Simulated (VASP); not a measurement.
# F (C2/m) in VASP: further runs

Runs on F. Level: PBEsol. Tasks: single point.

Everything below comes from runs of VASP 6.6.1. Logs are shortened: lines on timing, memory, paths and dates and some standing lists are left out, and cuts for length are marked.

### 1 The cell of the first run

The structure is monoclinic, space group C2/m (No. 12). The conventional cell has a = 6.715 Å, b = 3.551 Å, c = 7.575 Å, α = 90.00°, β = 114.17°, γ = 90.00°. Within 1.9 Å of F (site symmetry m) lie 1 F at 1.41 Å. F (site symmetry m) has 1 F at 1.41 Å within 1.9 Å.

### 2 Single point, PBEsol (20.60 Å³/atom)

Input file INCAR:

```
SYSTEM = F
PREC = Accurate
ENCUT = 1350
EDIFF = 1E-6
ISMEAR = 0
SIGMA = 0.05
LREAL = .FALSE.
LASPH = .TRUE.
NELM = 120
ALGO = Normal
ISIF = 2
LWAVE = .FALSE.
LCHARG = .FALSE.
GGA = PS
NBANDS = 22
GGA_COMPAT = .FALSE.
```

Input file KPOINTS:

```
regular mesh
0
G
  4 4 2
  0 0 0
```

Input file POSCAR:

```
F
1.0
    3.3474214824     -1.7756140758     -0.2581820224
    3.3474214824      1.7756140758     -0.2581820224
   -2.5613829065      0.0000000000      7.1292316784
F
4
Direct
    0.0848459664      0.0848459664      0.0940038325
    0.9151540336      0.9151540336      0.9059961675
    0.5015719855      0.5015719855      0.5937195244
    0.4984280145      0.4984280145      0.4062804756
```

Potentials or basis: VASP PAW PBE potentials, release 64 (F_h).

On the command line:

```bash
$ cat potpaw_PBE.64/F_h/POTCAR > POTCAR
$ mpirun -np 1 vasp_std > vasp.out
```

OUTCAR:

```text
SYSTEM = F
   PREC = Accurate
   ENCUT = 1350
   EDIFF = 1E-6
   ISMEAR = 0
   LREAL = .FALSE.
   LASPH = .TRUE.
   NELM = 120
   ISIF = 2
   GGA = PS

 ion  position               nearest neighbor table
   1  0.085  0.085  0.094-   2 1.41
   2  0.915  0.915  0.906-   1 1.41
   3  0.502  0.502  0.594-   4 1.41
   4  0.498  0.498  0.406-   3 1.41

  LATTYP: Found a base centered monoclinic cell.
 ALAT       =     6.7147266624
 B/A-ratio  =     0.5288715878
 C/A-ratio  =     1.1281763985
 COS(beta)  =    -0.4094885125

  Lattice vectors:

 A1 = (   3.3474214824,  -1.7756140758,  -0.2581820224)
 A2 = (   3.3474214824,   1.7756140758,  -0.2581820224)
 A3 = (  -2.5613829065,   0.0000000000,   7.1292316784)

Analysis of symmetry for initial positions (statically):
=====================================================================
 Subroutine PRICEL returns:
 Original cell was already a primitive cell.

 Routine SETGRP: Setting up the symmetry group for a
 base centered monoclinic supercell.

 Subroutine GETGRP returns: Found  4 space group operations
 (whereof  4 operations were pure point group operations)
 out of a pool of  4 trial point group operations.

The static configuration has the point symmetry C_2h.

Analysis of symmetry for dynamics (positions and initial velocities):
=====================================================================
 Subroutine PRICEL returns:
 Original cell was already a primitive cell.

 Routine SETGRP: Setting up the symmetry group for a
 base centered monoclinic supercell.

 Subroutine GETGRP returns: Found  4 space group operations
 (whereof  4 operations were pure point group operations)
 out of a pool of  4 trial point group operations.

The dynamic configuration has the point symmetry C_2h.

 Subroutine INISYM returns: Found  4 space group operations
 (whereof  4 operations are pure point group operations),
 and found     1 'primitive' translations

----------------------------------------------------------------------------------------

                                     Primitive cell

  volume of cell :      82.4000

[... 74 lines left out ...]
   ICHARG =      2    charge: 1-file 2-atom 10-const
   ISPIN  =      1    spin polarized calculation?
   LNONCOLLINEAR =      F non collinear calculations
   LSORBIT =      F    spin-orbit coupling
   LASPH  =      T    aspherical Exc in radial PAW
   ENCUT  = 1350.0 eV  99.22 Ry    9.96 a.u.  11.38 11.38 22.69*2*pi/ulx,y,z
   NELM   =    120;   NELMIN=  2; NELMDL= -5     # of ELM steps
   EDIFF  = 0.1E-05   stopping-criterion for ELM
   LREAL  =      F    real-space projection
   EDIFFG = 0.1E-04   stopping-criterion for IOM
   NSW    =      0    number of steps for IOM
   IBRION =     -1    ionic relax: 0-MD 1-quasi-New 2-CG
   NFREE  =      0    steps in history (QN), initial steepest desc. (CG)
   ISIF   =      2    stress and relaxation
   ISYM   =      2    0-nonsym 1-usesym 2-fastsym
   POTIM  = 0.5000    time-step for ionic-motion
   TEBEG  =    0.0;   TEEND  =   0.0 temperature during run
   PSTRESS=    0.0 pullay stress
   NELECT =      28.0000    total number of electrons
   NUPDOWN=      -1.0000    fix difference up-down
   EMIN   =  10.00;   EMAX   =-10.00  energy-range for DOS
   EFERMI =   0.00;   METHOD = LEGACY
   ISMEAR =     0;   SIGMA  =   0.05  broadening in eV -4-tet -1-fermi 0-gaus
   EFERMI_NEDOS =   21; number of points for ismear=-14 and -15
   IALGO  =     38    algorithm
   IMIX   =      4    mixing-type and parameters
     AMIX     =   0.40;   BMIX     =  1.00
     AMIX_MAG =   1.60;   BMIX_MAG =  1.00
  volume/ion in A,a.u.               =      20.60       139.02
  Fermi-wavevector in a.u.,A,eV,Ry     =   1.142401  2.158824 17.756681  1.305079
  Thomas-Fermi vector in A             =   2.279099
   LORBIT       =      0    0 simple, 1 ext, 2 COOP (PROOUT), +10 PAW based schemes
   GGA     = PS    functional components
   LHFCALC =     F    Hartree Fock is set to
   AEXX    =    0.0000 exact exchange contribution
   IVDW    =     0    specifies the selected vdW correction
   LEPSILON=     F    determine dielectric tensor
   LRPA    =     F    only Hartree local field effects (RPA)
 non-spin polarized calculation
 Gauss-broadening in eV      SIGMA  =   0.05
  energy-cutoff  :     1350.00
  volume of cell :       82.40
 maximum number of plane-waves:      9323
 NGX is ok and might be reduce to    48
   NGX = 23   NGY = 23   NGZ = 45

 number of electron      28.0000002 magnetization

 Free energy of the ion-electron system (eV)
  ---------------------------------------------------
  ext. energy  EPLUGINS =         0.00000000
  ---------------------------------------------------
  free energy    TOTEN  =        -7.95799491 eV

  energy without entropy =       -7.95799491  energy(sigma->0) =       -7.95799491

 E-fermi :  -5.3669     XC(G=0):  -6.4691

 val. band max:       -5.6373231289   @ k =   0.5000   0.5000   0.0000
 cond. band min:      -2.6118388614   @ k =   0.0000   0.0000   0.0000
 fundamental gap:      3.0254842675
 Fermi energy:        -5.3668904871

 k-point     1 :       0.0000    0.0000    0.0000
  band No.  band energies     occupation
      1     -30.4741      2.00000
      2     -30.3452      2.00000
      3     -24.1304      2.00000
      4     -23.9235      2.00000
      5     -12.1585      2.00000
      6     -11.6954      2.00000
[... 339 lines left out ...]
     21       8.9167      0.00000
     22       8.9956      0.00000

------------------------ aborting loop because EDIFF is reached ----------------------------------------

  FORCE on cell =-STRESS in cart. coord.  units (eV):
  Direction    XX          YY          ZZ          XY          YZ          ZX
  --------------------------------------------------------------------------------------
  -------------------------------------------------------------------------------------
  Total       -0.4558665     -0.2472634     -1.1906617      0.0000000      0.0000000     -0.0662329
  in kB       -8.8638225     -4.8077653    -23.1511061      0.0000000      0.0000000     -1.2878256
  external PRESSURE =     -12.2742313 kB  Pullay stress =       0.0000000 kB

 VOLUME and BASIS-vectors are now :
 -----------------------------------------------------------------------------
  energy-cutoff  :     1350.00
  volume of cell :       82.40
      direct lattice vectors                 reciprocal lattice vectors
     3.347421482 -1.775614076 -0.258182022     0.153625778 -0.281592722  0.055194509
     3.347421482  1.775614076 -0.258182022     0.153625778  0.281592722  0.055194509
    -2.561382907  0.000000000  7.129231678     0.011126981  0.000000000  0.144265260

 POSITION                                       TOTAL-FORCE (eV/Angst)
 -----------------------------------------------------------------------------------
      0.32725      0.00000      0.62636        -0.181015      0.000000     -0.357614
      3.80621      0.00000      5.98650         0.181015      0.000000      0.357614
      1.83720      0.00000      3.97377         0.138355      0.000000     -0.379242
      2.29626      0.00000      2.63910        -0.138355      0.000000      0.379242
 -----------------------------------------------------------------------------------
    total drift:                                0.000000     -0.000000     -0.000000

  FREE ENERGIE OF THE ION-ELECTRON SYSTEM (eV)
  ---------------------------------------------------
  free  energy   TOTEN  =        -7.9579949095 eV

  energy  without entropy=       -7.9579949095  energy(sigma->0) =       -7.95799491
```

OSZICAR:

```text
N       E                     dE             d eps       ncg     rms          rms(c)
DAV:   1     0.361250038194E+03    0.36125E+03   -0.23488E+04   616   0.242E+03
DAV:   2     0.396504843069E+02   -0.32160E+03   -0.30310E+03   918   0.376E+02
DAV:   3    -0.899237711723E+01   -0.48643E+02   -0.48217E+02   816   0.153E+02
DAV:   4    -0.960297418154E+01   -0.61060E+00   -0.61008E+00   718   0.200E+01
DAV:   5    -0.961074069171E+01   -0.77665E-02   -0.77661E-02   782   0.210E+00    0.135E+01
DAV:   6    -0.840838921108E+01    0.12024E+01   -0.53650E-01   670   0.707E+00    0.776E+00
DAV:   7    -0.795989697136E+01    0.44849E+00   -0.74475E-01   616   0.789E+00    0.770E-01
DAV:   8    -0.795769208182E+01    0.22049E-02   -0.93622E-02   646   0.245E+00    0.138E-01
DAV:   9    -0.795788759486E+01   -0.19551E-03   -0.23159E-03   774   0.415E-01    0.709E-02
DAV:  10    -0.795798710068E+01   -0.99506E-04   -0.17683E-04   762   0.114E-01    0.278E-02
DAV:  11    -0.795799364278E+01   -0.65421E-05   -0.25960E-05   682   0.527E-02    0.593E-03
DAV:  12    -0.795799467932E+01   -0.10365E-05   -0.37706E-06   670   0.181E-02    0.284E-03
DAV:  13    -0.795799490950E+01   -0.23018E-06   -0.65975E-07   434   0.824E-03
   1 F= -.79579949E+01 E0= -.79579949E+01  d E =-.174032E-15
```

Run time: 52 s. Hardware: 1 thread of Intel Xeon 6975P-C (Granite Rapids), shared host; peak memory 0.5 GiB.

What came out:

| Property | Result |
| --- | --- |
| Free energy | -7.9580 eV |
| Pressure | -1.2 GPa |
| Largest force | 0.404 eV/Å |
| Band gap on the k mesh | 3.03 eV (least direct gap 3.11 eV) |

Forces in eV/Å, atoms in the order of the input:
```
F   -0.181  0.000 -0.358
F    0.181  0.000  0.358
F    0.138  0.000 -0.379
F   -0.138  0.000  0.379
```

Stress tensor (GPa, compression positive):
```
-0.89  0.00 -0.13
 0.00 -0.48  0.00
-0.13  0.00 -2.32
```

Caveat: the k points lie up to 0.51 Å⁻¹ apart; this functional lacks dispersion, which holds the molecules together, so the pressure and a relaxed volume are unreliable; the PAW data sets were made with another functional, which shifts forces and pressure a little.

### 3 Single point, PBEsol (20.60 Å³/atom)

INCAR is that of step 2.

KPOINTS is that of step 2.

Input file POSCAR:

```
F
1.0
    3.2766061123     -1.7946991622     -0.2527201302
    3.2766061123      1.7946991622     -0.2527201302
   -2.4902405420      0.0000000000      7.1982492859
F
4
Direct
    0.0848459664      0.0848459664      0.0940038325
    0.9151540336      0.9151540336      0.9059961675
    0.5015719855      0.5015719855      0.5937195244
    0.4984280145      0.4984280145      0.4062804756
```

Potentials or basis: VASP PAW PBE potentials, release 64 (F_h).

On the command line:

```bash
$ cat potpaw_PBE.64/F_h/POTCAR > POTCAR
$ mpirun -np 1 vasp_std > vasp.out
```

Wall time 2.2 min (1 thread of AMD EPYC 7R13 (Zen 3), shared host); peak memory 0.44 GiB.

It converged, with:

| Quantity | Value |
| --- | --- |
| Free energy | -7.9492 eV |
| Pressure | -1.8 GPa |
| Largest force | 0.678 eV/Å |
| Band gap on the k mesh | 2.92 eV (least direct gap 3.00 eV) |

Forces in eV/Å, atoms in the order of the input:
```
F   -0.302  0.000 -0.599
F    0.302  0.000  0.599
F    0.220  0.000 -0.642
F   -0.220  0.000  0.642
```

Stress tensor (GPa, compression positive):
```
-1.11  0.00 -0.22
 0.00 -0.51  0.00
-0.22  0.00 -3.68
```

Levels at points of the mesh, in eV from the valence-band top:
```
           k point  band 10  band 11  band 12  band 13  band 14  band 15  band 16  band 17  band 18  band 19
(0.00, 0.00, 0.00)    -3.33    -0.32    -0.16    -0.11    -0.08     2.92     3.56     8.56    11.07    11.90
(0.50, 0.00, 0.00)    -3.43    -0.32    -0.26    -0.26    -0.16     3.26     3.33    12.34    12.47    13.96
(0.50, 0.50, 0.00)    -3.36    -0.29    -0.24    -0.16     0.00     3.22     3.32    12.56    12.58    12.84
(0.00, 0.00, 0.50)    -3.33    -0.28    -0.17    -0.15    -0.08     3.18     3.25     9.40     9.41    14.60
(0.50, 0.00, 0.50)    -3.39    -0.42    -0.31    -0.18    -0.06     3.13     3.45    12.26    13.01    13.30
(0.50, 0.50, 0.50)    -3.41    -0.31    -0.21    -0.15    -0.08     3.25     3.32    12.07    12.17    14.20
```

Caveat: the k points lie up to 0.51 Å⁻¹ apart; this functional lacks dispersion, which holds the molecules together, so the pressure and a relaxed volume are unreliable; the PAW data sets were made with another functional, which shifts forces and pressure a little. A k mesh can miss the band edges.
